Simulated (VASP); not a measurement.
Input of a VASP 6.6.1 run:

File INCAR:

```
ALGO = Normal ; EDIFF = 1E-6
ENCUT = 520 ; GGA = PE
ISIF = 2 ; ISMEAR = 0
LASPH = True ; LCHARG = False
LREAL = False ; LWAVE = False
NBANDS = 30 ; NELM = 100
PREC = Accurate ; SIGMA = 0.02
```

File KPOINTS:

```
k-points
0
Gamma
  6 6 6
```

File POSCAR:

```
CsPbCl3
1.0
    4.0556098500      2.3415074387      3.3126551993
   -4.0556098500      2.3415074387      3.3126551993
    0.0000000000     -4.6830148773      3.3126551993
Cs Pb Cl
1 1 3
Direct
    0.5000000000      0.5000000000      0.5000000000
    0.0000000000      0.0000000000      0.0000000000
    0.5000000000      0.0000013748      0.9999986252
    0.0000013748      0.9999986252      0.5000000000
    0.9999986252      0.5000000000      0.0000013748
```

Potentials or basis: VASP PAW PBE potentials, release 64 (Cs_sv, Pb_d, Cl).

Launch:

```console
$ cat potpaw_PBE.64/Cs_sv/POTCAR potpaw_PBE.64/Pb_d/POTCAR potpaw_PBE.64/Cl/POTCAR > POTCAR
$ mpirun -np 1 vasp_std > vasp.out
```

Predict the band gap on the k mesh.

2.22 eV.

What does it give for the pressure?

-0.1 GPa.

Caveat: spin-orbit coupling is left out, which moves the levels of the heavy elements. A k mesh can miss the band edges.
